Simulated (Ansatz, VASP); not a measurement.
**InSb3 in VASP and in Ansatz**

```xyz
4
Lattice="0.0000 3.8445 3.8445 3.8445 0.0000 3.8445 3.8445 3.8445 0.0000" Properties=species:S:1:pos:R:3 pbc="T T T"
Sb    3.8445    3.8445    3.8445
Sb    5.7667    5.7667    5.7667
Sb    1.9222    1.9222    1.9222
In    0.0000    0.0000    0.0000
```

Alike in both runs: task single point; functional LDA; k mesh 6 × 6 × 6; occupations fermi-dirac, width 0.05 eV; no spin polarisation.

|  | VASP | Ansatz |
| --- | --- | --- |
| version | VASP 6.6.1 | Ansatz 0.2.0 |
| potentials or method | VASP PAW LDA potentials, release 64 (Sb, In_d) | Ansatz PAW |
| plane-wave cutoff (eV) | 520 | 420 |
| valence electrons in the cell | 28 | 58 |

```csv
,VASP,Ansatz,Ansatz less VASP
gap on the k mesh at the Fermi level (eV),none,none,-
pressure (GPa),-5.7,-5.7,0.00
```

LDA's correlation is that of Perdew and Zunger in VASP and of Perdew and Wang (1992) in Ansatz. A gap of «none» marks a metal or a gap that the smearing closes. VASP's potentials hold 28 valence electrons a cell and Ansatz's 58, so a difference there can come from the potentials and not from the codes.

Neither program's run includes spin-orbit coupling.
